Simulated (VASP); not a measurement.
# Ba3Tl2Au3 (R-3m) in VASP: single point with r2SCAN

Aim: the single point of Ba3Tl2Au3 with r2SCAN.

All numbers are computed with VASP 6.6.1; they aren't measurements. Logs are shortened: lines on timing, memory, paths and dates and some standing lists are left out, and cuts for length are marked.

## Step 1: The cell of the first run

It takes space group R-3m (No. 166, trigonal). Conventional cell: a = 6.369 Å, b = 6.369 Å, c = 21.441 Å, α = 90.00°, β = 90.00°, γ = 120.00°. Ba (site symmetry -3m) has 6 Au at 4.02 Å and 8 Tl at 4.06 to 5.42 Å and 6 Ba at 4.11 Å within 5.5 Å. Ba (site symmetry 3m) has 4 Ba at 3.49 to 4.11 Å and 4 Tl at 3.55 to 3.68 Å and 6 Au at 3.63 Å within 4.6 Å. Within 3.4 Å of Au (site symmetry 2/m) lie 2 Tl at 2.61 Å and 4 Au at 3.18 Å. Within 3.4 Å of Tl (site symmetry 3m) lie 3 Au at 2.61 Å.

## Step 2: Single point, r2SCAN

POSCAR

```
Ba3Tl2Au3
1.0
    3.1844890000      5.5156950000      0.0000000000
   -3.1844890000      5.5156950000      0.0000000000
   -3.1844890000      1.8385620000      7.1469360000
Ba Au Tl
3 3 2
Direct
    0.5000000000      0.0000000000      0.5000000000
    0.0813000000      0.8374000000      0.2439000000
    0.9187000000      0.1626000000      0.7561000000
    0.5000000000      0.5000000000      0.0000000000
    0.0000000000      0.5000000000      0.0000000000
    0.5000000000      0.0000000000      0.0000000000
    0.2471000000      0.5058000000      0.7413000000
    0.7529000000      0.4942000000      0.2587000000
```

INCAR.step1

```
SYSTEM = Ba3Tl2Au3
  PREC = Accurate
  ENCUT = 520
  ISMEAR = 1
  SIGMA = 0.0231
  LREAL = .False.
  LASPH = .True.
  NELM = 60
  NBANDS = 54
  GGA = PE
  ALGO = Normal
  EDIFF = 1E-4
  LWAVE = .True.
  LCHARG = .False.
```

INCAR.step2

```
SYSTEM = Ba3Tl2Au3
  PREC = Accurate
  ENCUT = 520
  EDIFF = 1E-7
  ISMEAR = 1
  SIGMA = 0.0231
  LREAL = .False.
  LASPH = .True.
  NELM = 60
  ALGO = Normal
  ISIF = 2
  LWAVE = .False.
  LCHARG = .False.
  METAGGA = R2SCAN
  LMIXTAU = .True.
  NBANDS = 54
  ISTART = 1
```

KPOINTS

```
Automatic mesh
0
Gamma
  5 5 5
  0 0 0
```

Potentials or basis: VASP PAW PBE potentials, release 64 (Ba_sv, Au, Tl_d).

Started as:

```console
> cat potpaw_PBE.64/Ba_sv/POTCAR potpaw_PBE.64/Au/POTCAR potpaw_PBE.64/Tl_d/POTCAR > POTCAR
> cp INCAR.step1 INCAR
> mpirun -np 1 vasp_std > vasp.out
> cp INCAR.step2 INCAR
> mpirun -np 1 vasp_std > vasp.out
```

OUTCAR:

```text
SYSTEM = Ba3Tl2Au3
   PREC = Accurate
   ENCUT = 520
   EDIFF = 1E-7
   ISMEAR = 1
   LREAL = .False.
   LASPH = .True.
   NELM = 60
   ISIF = 2
   METAGGA = R2SCAN
   ISTART = 1

 ion  position               nearest neighbor table
   1  0.500  0.000  0.500-   6 4.02   6 4.02   5 4.02   5 4.02   4 4.02   4 4.02   8 4.06   7 4.06
                             7 4.06   8 4.06   8 4.06   7 4.06   2 4.11   3 4.11   3 4.11   3 4.11
   2  0.081  0.837  0.244-   3 3.49   7 3.55   5 3.63   6 3.63   5 3.63   6 3.63   4 3.63   4 3.63
                             8 3.68   8 3.68   8 3.68   1 4.11   1 4.11   1 4.11
   3  0.919  0.163  0.756-   2 3.49   8 3.55   5 3.63   6 3.63   6 3.63   5 3.63   4 3.63   4 3.63
                             7 3.68   7 3.68   7 3.68   1 4.11   1 4.11   1 4.11
   4  0.500  0.500  0.000-   7 2.61   8 2.61   5 3.18   6 3.18   6 3.18   5 3.18   2 3.63   2 3.63
                             3 3.63   3 3.63   1 4.02   1 4.02
   5  0.000  0.500  0.000-   7 2.61   8 2.61   4 3.18   4 3.18   6 3.18   6 3.18   2 3.63   3 3.63
                             2 3.63   3 3.63   1 4.02   1 4.02
   6  0.500  0.000  0.000-   7 2.61   8 2.61   4 3.18   4 3.18   5 3.18   5 3.18   3 3.63   2 3.63
                             2 3.63   3 3.63   1 4.02   1 4.02
   7  0.247  0.506  0.741-   4 2.61   5 2.61   6 2.61   2 3.55   3 3.68   3 3.68   3 3.68   1 4.06
                             1 4.06   1 4.06
   8  0.753  0.494  0.259-   4 2.61   6 2.61   5 2.61   3 3.55   2 3.68   2 3.68   2 3.68   1 4.06
                             1 4.06   1 4.06

  LATTYP: Found a trigonal (rhomboedric) cell.
 ALAT       =     8.0374109393
 COS(alpha) =     0.6860379512

  Lattice vectors:

 A1 = (   3.1844890000,   1.8385620000,   7.1469360000)
 A2 = (  -3.1844890000,   1.8385620000,   7.1469360000)
 A3 = (   0.0000000000,  -3.6771330000,   7.1469360000)

Analysis of symmetry for initial positions (statically):
=====================================================================
 Subroutine PRICEL returns:
 Original cell was already a primitive cell.

 Routine SETGRP: Setting up the symmetry group for a
 trigonal (rhombohedral) supercell.

 Subroutine GETGRP returns: Found 12 space group operations
 (whereof 12 operations were pure point group operations)
 out of a pool of 12 trial point group operations.

The static configuration has the point symmetry D_3d.

Analysis of symmetry for dynamics (positions and initial velocities):
=====================================================================
 Subroutine PRICEL returns:
 Original cell was already a primitive cell.

 Routine SETGRP: Setting up the symmetry group for a
 trigonal (rhombohedral) supercell.

 Subroutine GETGRP returns: Found 12 space group operations
 (whereof 12 operations were pure point group operations)
 out of a pool of 12 trial point group operations.

The dynamic configuration has the point symmetry D_3d.

 Subroutine INISYM returns: Found 12 space group operations
 (whereof 12 operations are pure point group operations),
 and found     1 'primitive' translations

----------------------------------------------------------------------------------------

                                     Primitive cell

  volume of cell :     251.0671

  direct lattice vectors                    reciprocal lattice vectors
     3.184489000  5.515695000  0.000000000     0.157011062  0.090650408  0.046640071
    -3.184489000  5.515695000  0.000000000    -0.157011062  0.090650408 -0.093280029
    -3.184489000  1.838562000  7.146936000     0.000000000  0.000000000  0.139920100

  length of vectors
     6.368976490  6.368976490  8.037410939     0.187203809  0.203890004  0.139920100

  position of ions in fractional coordinates (direct lattice)
     0.500000000  1.000000000  0.500000000
     0.081300000  0.837400000  0.243900000
     0.918700000  0.162600000  0.756100000
     0.500000000  0.500000000  0.000000000
     0.000000000  0.500000000  0.000000000
     0.500000000  0.000000000  0.000000000
     0.247100000  0.505800000  0.741300000
     0.752900000  0.494200000  0.258700000

  ion indices of the primitive-cell ions
   primitive index   ion index
                 1           1
                 2           2
                 3           3
                 4           4
                 5           5
                 6           6
                 7           7
                 8           8

----------------------------------------------------------------------------------------

 KPOINTS: Automatic mesh

Automatic generation of k-mesh.
 Grid dimensions read from file:
 generate k-points for:    5    5    5

 Generating k-lattice:

  Cartesian coordinates                     Fractional coordinates (reciprocal lattice)
     0.031402212  0.018130082  0.009328014     0.200000000  0.000000000  0.000000000
    -0.031402212  0.018130082 -0.018656006     0.000000000  0.200000000  0.000000000
     0.000000000  0.000000000  0.027984020     0.000000000  0.000000000  0.200000000

  Length of vectors
     0.037440762  0.040778001  0.027984020

  Shift w.r.t. Gamma in fractional coordinates (k-lattice)
     0.000000000  0.000000000  0.000000000

 Subroutine IBZKPT returns following result:
 ===========================================

 Found     19 irreducible k-points:

 Following reciprocal coordinates:
            Coordinates               Weight
  0.000000  0.000000  0.000000      1.000000
  0.200000  0.000000  0.000000      6.000000
  0.400000 -0.000000 -0.000000      6.000000
  0.000000  0.200000 -0.000000      6.000000
  0.400000  0.200000 -0.000000      6.000000
 -0.400000  0.200000  0.000000     12.000000
[... 11 lines left out ...]
  0.000000  0.000000  0.400000      2.000000
  0.200000  0.000000  0.400000      6.000000
   k-points           NKPTS =     19   k-points in BZ     NKDIM =     19   number of bands    NBANDS=     54
   number of dos      NEDOS =    301   number of ions     NIONS =      8
   total plane-waves  NPLWV = 138240
   dimension x,y,z NGX =    48 NGY =   48 NGZ =   60
   dimension x,y,z NGXF=    96 NGYF=   96 NGZF=  120
   ions per type =               3   3   2
   NGX,Y,Z   is equivalent  to a cutoff of  12.53, 12.53, 12.41 a.u.
   NGXF,Y,Z  is equivalent  to a cutoff of  25.06, 25.06, 24.82 a.u.
 SYSTEM =  Ba3Tl2Au3
   PREC   = accura    normal or accurate (medium, high low for compatibility)
   ISTART =      1    job   : 0-new  1-cont  2-samecut
   ICHARG =      0    charge: 1-file 2-atom 10-const
   ISPIN  =      1    spin polarized calculation?
   LNONCOLLINEAR =      F non collinear calculations
   LSORBIT =      F    spin-orbit coupling
   LASPH  =      T    aspherical Exc in radial PAW
   ENCUT  =  520.0 eV  38.22 Ry    6.18 a.u.  11.84 11.84 14.94*2*pi/ulx,y,z
   NELM   =     60;   NELMIN=  2; NELMDL=  0     # of ELM steps
   EDIFF  = 0.1E-06   stopping-criterion for ELM
   LREAL  =      F    real-space projection
   EDIFFG = 0.1E-05   stopping-criterion for IOM
   NSW    =      0    number of steps for IOM
   IBRION =     -1    ionic relax: 0-MD 1-quasi-New 2-CG
   NFREE  =      0    steps in history (QN), initial steepest desc. (CG)
   ISIF   =      2    stress and relaxation
   ISYM   =      2    0-nonsym 1-usesym 2-fastsym
   POTIM  = 0.5000    time-step for ionic-motion
   TEBEG  =    0.0;   TEEND  =   0.0 temperature during run
   PSTRESS=    0.0 pullay stress
   NELECT =      89.0000    total number of electrons
   NUPDOWN=      -1.0000    fix difference up-down
   EMIN   =  10.00;   EMAX   =-10.00  energy-range for DOS
   EFERMI =   0.00;   METHOD = LEGACY
   ISMEAR =     1;   SIGMA  =   0.02  broadening in eV -4-tet -1-fermi 0-gaus
   EFERMI_NEDOS =   21; number of points for ismear=-14 and -15
   IALGO  =     38    algorithm
   IMIX   =      4    mixing-type and parameters
     AMIX     =   0.40;   BMIX     =  1.00
     AMIX_MAG =   1.60;   BMIX_MAG =  1.00
  volume/ion in A,a.u.               =      31.38       211.79
  Fermi-wavevector in a.u.,A,eV,Ry     =   1.158621  2.189477 18.264508  1.342404
  Thomas-Fermi vector in A             =   2.295222
   LORBIT       =      0    0 simple, 1 ext, 2 COOP (PROOUT), +10 PAW based schemes
   METAGGA = R2SCAN    functional components
   LHFCALC =     F    Hartree Fock is set to
   AEXX    =    0.0000 exact exchange contribution
   IVDW    =     0    specifies the selected vdW correction
   LEPSILON=     F    determine dielectric tensor
   LRPA    =     F    only Hartree local field effects (RPA)
 non-spin polarized calculation
 Methfessel and Paxton  Order N= 1 SIGMA  =   0.02
  energy-cutoff  :      520.00
  volume of cell :      251.07
 maximum number of plane-waves:      6780
   NGX = 23   NGY = 23   NGZ = 29

 number of electron      89.0000002 magnetization

 Free energy of the ion-electron system (eV)
  ---------------------------------------------------
  ext. energy  EPLUGINS =         0.00000000
  ---------------------------------------------------
  free energy    TOTEN  =      -340.36174110 eV

  energy without entropy =     -340.36095671  energy(sigma->0) =     -340.36147963

 E-fermi :   4.9734     XC(G=0): -10.1992

 val. band max:        4.9121041972   @ k =   0.0000   0.0000   0.4000
 cond. band min:       4.9784295073   @ k =   0.4000   0.2000  -0.0000
 fundamental gap:      0.0663253101
 Fermi energy:         4.9733712541

 k-point     1 :       0.0000    0.0000    0.0000
  band No.  band energies     occupation
      1     -25.1373      2.00000
      2     -24.7031      2.00000
      3     -24.5831      2.00000
      4     -10.1057      2.00000
      5      -9.9892      2.00000
      6      -9.9892      2.00000
[... 46 lines left out ...]
     53       8.0055      0.00000
     54       8.0055      0.00000

 k-point     2 :       0.2000    0.0000    0.0000
  band No.  band energies     occupation
      1     -25.1362      2.00000
      2     -24.7038      2.00000
      3     -24.5833      2.00000
      4     -10.1426      2.00000
      5      -9.9939      2.00000
      6      -9.9359      2.00000
[... 46 lines left out ...]
     53       7.9955      0.00000
     54       8.2689      0.00000

 k-point     3 :       0.4000   -0.0000   -0.0000
  band No.  band energies     occupation
      1     -25.1343      2.00000
      2     -24.7050      2.00000
      3     -24.5837      2.00000
      4     -10.1800      2.00000
      5     -10.0008      2.00000
      6      -9.9264      2.00000
[... 46 lines left out ...]
     53       7.8506      0.00000
     54       8.3019      0.00000
[... 799 lines left out ...]
 k-point    18 :       0.0000    0.0000    0.4000
  band No.  band energies     occupation
      1     -25.1366      2.00000
      2     -24.7037      2.00000
      3     -24.5833      2.00000
      4     -10.0805      2.00000
      5      -9.9802      2.00000
      6      -9.9802      2.00000
[... 46 lines left out ...]
     53       8.4206      0.00000
     54       8.5844      0.00000

 k-point    19 :       0.2000    0.0000    0.4000
  band No.  band energies     occupation
      1     -25.1356      2.00000
      2     -24.7037      2.00000
      3     -24.5840      2.00000
      4     -10.0835      2.00000
      5      -9.9902      2.00000
      6      -9.9801      2.00000
[... 46 lines left out ...]
     53       8.2234      0.00000
     54       8.5776      0.00000

------------------------ aborting loop because EDIFF is reached ----------------------------------------

  FORCE on cell =-STRESS in cart. coord.  units (eV):
  Direction    XX          YY          ZZ          XY          YZ          ZX
  --------------------------------------------------------------------------------------
  -------------------------------------------------------------------------------------
  Total        4.5425830      4.5425801      8.9008464     -0.0000000     -0.0000037      0.0000000
  in kB       28.9883547     28.9883364     56.8004798     -0.0000000     -0.0000238      0.0000000
  external PRESSURE =      38.2590570 kB  Pullay stress =       0.0000000 kB

 VOLUME and BASIS-vectors are now :
 -----------------------------------------------------------------------------
  energy-cutoff  :      520.00
  volume of cell :      251.07
      direct lattice vectors                 reciprocal lattice vectors
     3.184489000  5.515695000  0.000000000     0.157011062  0.090650408  0.046640071
    -3.184489000  5.515695000  0.000000000    -0.157011062  0.090650408 -0.093280029
    -3.184489000  1.838562000  7.146936000     0.000000000  0.000000000  0.139920100

 POSITION                                       TOTAL-FORCE (eV/Angst)
 -----------------------------------------------------------------------------------
      0.00000      3.67713      3.57347        -0.000000      0.000000      0.000000
     -3.18449      5.51569      1.74314        -0.000000     -0.000000      0.349143
     -0.00000      7.35426      5.40380        -0.000000      0.000000     -0.349143
      0.00000      5.51570      0.00000        -0.000000      0.000000      0.000000
     -1.59224      2.75785      0.00000        -0.000000      0.000000      0.000000
      1.59224      2.75785      0.00000        -0.000000      0.000000      0.000000
     -3.18449      5.51569      5.29802         0.000000      0.000001     -3.287056
     -0.00000      7.35426      1.84891        -0.000000     -0.000001      3.287056
 -----------------------------------------------------------------------------------
    total drift:                               -0.000000      0.000000      0.000000

  FREE ENERGIE OF THE ION-ELECTRON SYSTEM (eV)
  ---------------------------------------------------
  free  energy   TOTEN  =      -340.3617410962 eV

  energy  without entropy=     -340.3609567068  energy(sigma->0) =     -340.36147963
```

Run time: 16 min. Hardware: 1 thread of Intel Xeon Platinum 8559C (Emerald Rapids), shared host; peak memory 0.52 GiB.

Results:

| Item | Value |
| --- | --- |
| Free energy | -340.3617 eV |
| Pressure | 3.8 GPa |
| Largest force | 3.287 eV/Å |
| Band gap on the k mesh | zero (an odd number of electrons rules out a gap without spin polarisation) |

Forces in eV/Å, atoms in the order of the input:
```
Ba   0.000  0.000  0.000
Ba   0.000  0.000  0.349
Ba   0.000  0.000 -0.349
Au   0.000  0.000  0.000
Au   0.000  0.000  0.000
Au   0.000  0.000  0.000
Tl   0.000  0.000 -3.287
Tl   0.000  0.000  3.287
```

Stress tensor (GPa, compression positive):
```
2.90 0.00 0.00
0.00 2.90 0.00
0.00 0.00 5.68
```

Caveat: the cell stands under pressure; the PAW data sets were made with another functional, which shifts forces and pressure a little; spin-orbit coupling is left out, which moves the levels of the heavy elements.

The gap in the log of VASP goes by the Fermi energy; the results here count the filled bands.